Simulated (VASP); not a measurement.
Zr3SiO8, 12 atoms in the cell. Symmetry: P-4m2, No. 115, tetragonal system. Conventional cell: a = 4.609 Å, b = 4.609 Å, c = 6.518 Å, α = 90.00°, β = 90.00°, γ = 90.00°. Zr (site symmetry 2mm) has 4 O at 1.41 Å within 1.9 Å. Within 1.9 Å of Zr (site symmetry -4m2) lie 4 O at 1.41 Å. Si (site symmetry -4m2) has 4 O at 1.41 Å within 1.9 Å. O (site symmetry m) has 1 Zr at 1.41 Å and 1 Si at 1.41 Å within 1.9 Å. O (site symmetry m) has 2 Zr at 1.41 Å within 1.9 Å. 

* Program: VASP 6.6.1
* Task: single point
* Functional: PBE
* Potentials or basis: VASP PAW PBE potentials, release 64 (Zr_sv, Si, O)
* Cutoff: 520 eV
* k mesh: 4 × 4 × 4
* Occupations: gaussian, width 0.1 eV
* Spin: no spin polarisation
* Dipole correction: no
* Further INCAR settings: ALGO = Normal; EDIFF = 1e-06; NBANDS = 56

Potentials or basis: VASP PAW PBE potentials, release 64 (Zr_sv, Si, O).

The run is started by

```sh
$ cat potpaw_PBE.64/Zr_sv/POTCAR potpaw_PBE.64/Si/POTCAR potpaw_PBE.64/O/POTCAR > POTCAR
$ mpirun -np 1 vasp_std > vasp.out
```

Hardware: 1 thread of Intel(R) Xeon(R) Platinum 8488C (Sapphire Rapids) (shared host).

How long does it take, and how much memory?

It took 120 s on 1 thread of Intel(R) Xeon(R) Platinum 8488C (Sapphire Rapids), with other jobs on the host, peak memory 0.29 GiB. Counts: scf iterations 17, k points 18.
